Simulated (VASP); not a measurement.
# C (P6_3/mmc) in VASP: settings compared, part 2 of 2

VASP 6.6.1. The steps go on from the part before.

## Step 3: Single point, r2SCAN (volume changed by -6%)

File POSCAR:

```
C
1.0
    2.4586073516      0.0000000000      0.0000000000
   -1.2293036758      2.1292164245      0.0000000000
    0.0000000000      0.0000000000      8.1112167775
C
8
Direct
    0.0000000000      0.0000000000      0.0008143040
    0.3333333333      0.6666666667      0.2492477410
    0.0000000000      0.0000000000      0.5008143040
    0.6666666667      0.3333333333      0.7492477410
    0.0000000000      0.0000000000      0.1866856960
    0.3333333333      0.6666666667      0.4382522590
    0.0000000000      0.0000000000      0.6866856960
    0.6666666667      0.3333333333      0.9382522590
```

File INCAR.step1:

```
SYSTEM = C
  ALGO = Normal
  EDIFF = 1E-4
  ENCUT = 520
  GGA = PE
  ISMEAR = 0
  LASPH = .TRUE.
  LCHARG = .FALSE.
  LREAL = .FALSE.
  LWAVE = .TRUE.
  NBANDS = 26
  NELM = 60
  PREC = Accurate
  SIGMA = 0.01
```

File INCAR.step2:

```
SYSTEM = C
  ALGO = Normal
  EDIFF = 1E-6
  ENCUT = 520
  ISIF = 2
  ISMEAR = 0
  ISTART = 1
  LASPH = .TRUE.
  LCHARG = .TRUE.
  LELF = .TRUE.
  LMIXTAU = .TRUE.
  LREAL = .FALSE.
  LVHAR = .TRUE.
  LWAVE = .FALSE.
  METAGGA = R2SCAN
  NBANDS = 26
  NELM = 60
  PREC = Accurate
  SIGMA = 0.01
```

File KPOINTS:

```
k-points
0
G
  9 9 4
  0 0 0
```

Potentials or basis: VASP PAW PBE potentials, release 64 (C).

Started as:

```console
$ cat potpaw_PBE.64/C/POTCAR > POTCAR
$ cp INCAR.step1 INCAR
$ mpirun -np 1 vasp_std > vasp.out
$ cp INCAR.step2 INCAR
$ mpirun -np 1 vasp_std > vasp.out
```

OUTCAR:

```text
SYSTEM = C
   EDIFF = 1E-6
   ENCUT = 520
   ISIF = 2
   ISMEAR = 0
   ISTART = 1
   LASPH = .TRUE.
   LREAL = .FALSE.
   METAGGA = R2SCAN
   NELM = 60
   PREC = Accurate

 ion  position               nearest neighbor table
   1  0.000  0.000  0.001-   8 1.51   8 1.51   8 1.51   5 1.51
   2  0.333  0.667  0.249-   5 1.51   5 1.51   5 1.51   6 1.53
   3  0.000  0.000  0.501-   6 1.51   6 1.51   6 1.51   7 1.51
   4  0.667  0.333  0.749-   7 1.51   7 1.51   7 1.51   8 1.53
   5  0.000  0.000  0.187-   2 1.51   2 1.51   2 1.51   1 1.51
   6  0.333  0.667  0.438-   3 1.51   3 1.51   3 1.51   2 1.53
   7  0.000  0.000  0.687-   4 1.51   4 1.51   4 1.51   3 1.51
   8  0.667  0.333  0.938-   1 1.51   1 1.51   1 1.51   4 1.53

  LATTYP: Found a hexagonal cell.
 ALAT       =     2.4586073516
 C/A-ratio  =     3.2991102757

  Lattice vectors:

 A1 = (   2.4586073516,   0.0000000000,   0.0000000000)
 A2 = (  -1.2293036758,   2.1292164245,   0.0000000000)
 A3 = (   0.0000000000,   0.0000000000,   8.1112167775)

Analysis of symmetry for initial positions (statically):
=====================================================================
 Subroutine PRICEL returns:
 Original cell was already a primitive cell.

 Routine SETGRP: Setting up the symmetry group for a
 hexagonal supercell.

 Subroutine GETGRP returns: Found 24 space group operations
 (whereof  6 operations were pure point group operations)
 out of a pool of 24 trial point group operations.

The static configuration has the point symmetry C_3v.
 The point group associated with its full space group is D_6h.

Analysis of symmetry for dynamics (positions and initial velocities):
=====================================================================
 Subroutine PRICEL returns:
 Original cell was already a primitive cell.

 Routine SETGRP: Setting up the symmetry group for a
 hexagonal supercell.

 Subroutine GETGRP returns: Found 24 space group operations
 (whereof  6 operations were pure point group operations)
 out of a pool of 24 trial point group operations.

The dynamic configuration has the point symmetry C_3v.
 The point group associated with its full space group is D_6h.

 Subroutine INISYM returns: Found 24 space group operations
 (whereof  6 operations are pure point group operations),
 and found     1 'primitive' translations

----------------------------------------------------------------------------------------

                                     Primitive cell

  volume of cell :      42.4615

  direct lattice vectors                    reciprocal lattice vectors
     2.458607352  0.000000000  0.000000000     0.406734324  0.234828172  0.000000000
    -1.229303676  2.129216425  0.000000000     0.000000000  0.469656343  0.000000000
     0.000000000  0.000000000  8.111216777     0.000000000  0.000000000  0.123286065

  length of vectors
     2.458607352  2.458607352  8.111216777     0.469656343  0.469656343  0.123286065

  position of ions in fractional coordinates (direct lattice)
     0.000000000  0.000000000  0.000814304
     0.333333333  0.666666667  0.249247741
     0.000000000  0.000000000  0.500814304
[... 39 lines left out ...]
 ===========================================

 Found     36 irreducible k-points:

 Following reciprocal coordinates:
            Coordinates               Weight
  0.000000  0.000000  0.000000      1.000000
  0.111111  0.000000  0.000000      6.000000
  0.222222  0.000000  0.000000      6.000000
  0.333333  0.000000  0.000000      6.000000
  0.444444  0.000000  0.000000      6.000000
  0.111111  0.111111  0.000000      6.000000
[... 16 lines left out ...]
  0.333333  0.222222  0.250000     24.000000
  0.333333  0.333333  0.250000      4.000000
 [... further k-points ...]
   k-points           NKPTS =     36   k-points in BZ     NKDIM =     36   number of bands    NBANDS=     26
   number of dos      NEDOS =    301   number of ions     NIONS =      8
   total plane-waves  NPLWV =  19440
   dimension x,y,z NGX =    18 NGY =   18 NGZ =   60
   dimension x,y,z NGXF=    36 NGYF=   36 NGZF=  120
   ions per type =               8
   NGX,Y,Z   is equivalent  to a cutoff of  12.17, 12.17, 12.30 a.u.
   NGXF,Y,Z  is equivalent  to a cutoff of  24.34, 24.34, 24.59 a.u.
 SYSTEM =  C
   PREC   = accura    normal or accurate (medium, high low for compatibility)
   ISTART =      1    job   : 0-new  1-cont  2-samecut
   ICHARG =      0    charge: 1-file 2-atom 10-const
   ISPIN  =      1    spin polarized calculation?
   LNONCOLLINEAR =      F non collinear calculations
   LSORBIT =      F    spin-orbit coupling
   LASPH  =      T    aspherical Exc in radial PAW
   ENCUT  =  520.0 eV  38.22 Ry    6.18 a.u.   4.57  4.57 15.08*2*pi/ulx,y,z
   NELM   =     60;   NELMIN=  2; NELMDL=  0     # of ELM steps
   EDIFF  = 0.1E-05   stopping-criterion for ELM
   LREAL  =      F    real-space projection
   EDIFFG = 0.1E-04   stopping-criterion for IOM
   NSW    =      0    number of steps for IOM
   IBRION =     -1    ionic relax: 0-MD 1-quasi-New 2-CG
   NFREE  =      0    steps in history (QN), initial steepest desc. (CG)
   ISIF   =      2    stress and relaxation
   ISYM   =      2    0-nonsym 1-usesym 2-fastsym
   POTIM  = 0.5000    time-step for ionic-motion
   TEBEG  =    0.0;   TEEND  =   0.0 temperature during run
   PSTRESS=    0.0 pullay stress
   NELECT =      32.0000    total number of electrons
   NUPDOWN=      -1.0000    fix difference up-down
   EMIN   =  10.00;   EMAX   =-10.00  energy-range for DOS
   EFERMI =   0.00;   METHOD = LEGACY
   ISMEAR =     0;   SIGMA  =   0.01  broadening in eV -4-tet -1-fermi 0-gaus
   EFERMI_NEDOS =   21; number of points for ismear=-14 and -15
   IALGO  =     38    algorithm
   IMIX   =      4    mixing-type and parameters
     AMIX     =   0.40;   BMIX     =  1.00
     AMIX_MAG =   1.60;   BMIX_MAG =  1.00
  volume/ion in A,a.u.               =       5.31        35.82
  Fermi-wavevector in a.u.,A,eV,Ry     =   1.489795  2.815304 30.197980  2.219489
  Thomas-Fermi vector in A             =   2.602658
   LORBIT       =      0    0 simple, 1 ext, 2 COOP (PROOUT), +10 PAW based schemes
   METAGGA = R2SCAN    functional components
   LHFCALC =     F    Hartree Fock is set to
   AEXX    =    0.0000 exact exchange contribution
   IVDW    =     0    specifies the selected vdW correction
   LEPSILON=     F    determine dielectric tensor
   LRPA    =     F    only Hartree local field effects (RPA)
 non-spin polarized calculation
 Gauss-broadening in eV      SIGMA  =   0.01
  energy-cutoff  :      520.00
  volume of cell :       42.46
 maximum number of plane-waves:      1168
   NGX =  9   NGY =  9   NGZ = 31

 number of electron      31.9999992 magnetization

 Free energy of the ion-electron system (eV)
  ---------------------------------------------------
  ext. energy  EPLUGINS =         0.00000000
  ---------------------------------------------------
  free energy    TOTEN  =       -78.26607676 eV

  energy without entropy =      -78.26607676  energy(sigma->0) =      -78.26607676

 E-fermi :  10.9141     XC(G=0): -14.6231

 val. band max:       10.8538422665   @ k =   0.0000   0.0000   0.0000
 cond. band min:      15.8092191262   @ k =   0.4444   0.0000   0.0000
 fundamental gap:      4.9553768597
 Fermi energy:        10.9140580899

 k-point     1 :       0.0000    0.0000    0.0000
  band No.  band energies     occupation
      1     -12.9488      2.00000
      2     -11.1559      2.00000
      3     -11.0379      2.00000
      4      -6.7223      2.00000
      5      -4.1298      2.00000
      6       3.2166      2.00000
[... 685 lines left out ...]
     25      25.0277      0.00000
     26      25.0277      0.00000

 [... further k-points ...]
[... 5 lines left out ...]
  --------------------------------------------------------------------------------------
  -------------------------------------------------------------------------------------
  Total        8.6418319      8.6418319      8.6800734      0.0000000      0.0000000      0.0000000
  in kB      326.0779290    326.0779290    327.5208785      0.0000000      0.0000000      0.0000000
  external PRESSURE =     326.5589122 kB  Pullay stress =       0.0000000 kB

 VOLUME and BASIS-vectors are now :
 -----------------------------------------------------------------------------
  energy-cutoff  :      520.00
  volume of cell :       42.46
      direct lattice vectors                 reciprocal lattice vectors
     2.458607352  0.000000000  0.000000000     0.406734324  0.234828172  0.000000000
    -1.229303676  2.129216425  0.000000000     0.000000000  0.469656343  0.000000000
     0.000000000  0.000000000  8.111216777     0.000000000  0.000000000  0.123286065

 POSITION                                       TOTAL-FORCE (eV/Angst)
 -----------------------------------------------------------------------------------
      0.00000      0.00000      0.00660        -0.000000     -0.000000      0.024826
     -0.00000      1.41948      2.02170         0.000000     -0.000000      0.065186
      0.00000      0.00000      4.06221         0.000000     -0.000000      0.024826
      1.22930      0.70974      6.07731        -0.000000      0.000000      0.065186
      0.00000      0.00000      1.51425         0.000000      0.000000     -0.024826
     -0.00000      1.41948      3.55476         0.000000     -0.000000     -0.065186
      0.00000      0.00000      5.56986        -0.000000      0.000000     -0.024826
      1.22930      0.70974      7.61037        -0.000000      0.000000     -0.065186
 -----------------------------------------------------------------------------------
    total drift:                                0.000000      0.000000     -0.000143

  FREE ENERGIE OF THE ION-ELECTRON SYSTEM (eV)
  ---------------------------------------------------
  free  energy   TOTEN  =       -78.2660767566 eV

  energy  without entropy=      -78.2660767566  energy(sigma->0) =      -78.26607676
```

Run time: 76 s. Hardware: 1 thread of Intel Xeon Platinum 8488C (Sapphire Rapids), shared host; peak memory 0.16 GiB.

Results:

| Quantity | Value |
| --- | --- |
| Free energy | -78.2661 eV |
| Pressure | 32.7 GPa |
| Largest force | 0.065 eV/Å |
| Band gap on the k mesh | 4.96 eV, indirect (least direct gap 5.68 eV) |

Forces on the atoms (eV/Å):
```
C    0.000  0.000  0.025
C    0.000  0.000  0.065
C    0.000  0.000  0.025
C    0.000  0.000  0.065
C    0.000  0.000 -0.025
C    0.000  0.000 -0.065
C    0.000  0.000 -0.025
C    0.000  0.000 -0.065
```

Caveat: the PAW data sets were made with another functional, which shifts forces and pressure a little. A k mesh can miss the band edges.

## Step 4: Single point, r2SCAN (volume changed by -3%)

Edit POSCAR of step 3 so:

```diff
@@ -2,5 +2,5 @@
 1.0
-    2.4586073516      0.0000000000      0.0000000000
-   -1.2293036758      2.1292164245      0.0000000000
-    0.0000000000      0.0000000000      8.1112167775
+    2.4844893310      0.0000000000      0.0000000000
+   -1.2422446655      2.1516308761      0.0000000000
+    0.0000000000      0.0000000000      8.1966042816
 C
```

File INCAR.step1:

```
SYSTEM = C
PREC = Accurate
ENCUT = 520
ISMEAR = 0
SIGMA = 0.01
LREAL = .False.
LASPH = .True.
NELM = 60
NBANDS = 26
GGA = PE
ALGO = Normal
EDIFF = 1E-4
LWAVE = .True.
LCHARG = .False.
```

File INCAR.step2:

```
SYSTEM = C
PREC = Accurate
ENCUT = 520
EDIFF = 1E-6
ISMEAR = 0
SIGMA = 0.01
LREAL = .False.
LASPH = .True.
NELM = 60
ALGO = Normal
ISIF = 2
LWAVE = .False.
LCHARG = .False.
METAGGA = R2SCAN
LMIXTAU = .True.
NBANDS = 26
ISTART = 1
```

File KPOINTS:

```
regular mesh
0
Gamma
  9 9 4
  0 0 0
```

Started as:

```console
$ cat potpaw_PBE.64/C/POTCAR > POTCAR
$ cp INCAR.step1 INCAR
$ mpirun -np 1 vasp_std > vasp.out
$ cp INCAR.step2 INCAR
$ mpirun -np 1 vasp_std > vasp.out
```

Run time: 92 s. Hardware: 1 thread of Intel Xeon Platinum 8488C (Sapphire Rapids), shared host; peak memory 0.16 GiB.

The run converged. Its results:

```
Free energy            : -78.4721 eV
Pressure               : 15.8 GPa
Largest force          : 0.035 eV/Å
Band gap on the k mesh : 4.88 eV, indirect (least direct gap 5.61 eV)
```

Forces on the atoms (eV/Å):
```
C    0.000  0.000  0.012
C    0.000  0.000  0.035
C    0.000  0.000  0.012
C    0.000  0.000  0.035
C    0.000  0.000 -0.012
C    0.000  0.000 -0.035
C    0.000  0.000 -0.012
C    0.000  0.000 -0.035
```

Levels at points of the mesh, in eV from the valence-band top:
```tsv
k point	band 12	band 13	band 14	band 15	band 16	band 17	band 18	band 19	band 20	band 21
(0.00, 0.00, 0.00)	-1.91	-1.91	-0.24	0.00	0.00	5.61	5.61	5.80	7.59	7.59
(0.00, 0.00, 0.50)	-2.89	-0.72	-0.72	-0.72	-0.72	6.46	6.46	6.46	6.46	7.21
```

Caveat: the PAW data sets were made with another functional, which shifts forces and pressure a little.

## Step 5: Overview

```csv
level,cell,gap on the mesh (eV),pressure (GPa),largest force (eV/Å)
PBE,"a = 2.567, b = 2.567, c = 8.467 Å, angles 90.0, 90.0, 120.0°, 8 atoms",4.41,-22.2,0.04
r2SCAN,"a = 2.459, b = 2.459, c = 8.111 Å, angles 90.0, 90.0, 120.0°, 8 atoms",4.96,32.7,0.07
r2SCAN,"a = 2.484, b = 2.484, c = 8.197 Å, angles 90.0, 90.0, 120.0°, 8 atoms",4.88,15.8,0.03
```

Alike in all rows: task single point; potentials or basis VASP PAW PBE potentials, release 64 (C); no spin polarisation; k mesh 9 × 9 × 4; cutoff (eV) 520; smearing gaussian 0.01 eV.

Caveats: the PAW data sets were made with another functional, which shifts forces and pressure a little (some runs).

Total energies depend on the potentials used, so only differences within one code and one set of settings carry meaning.
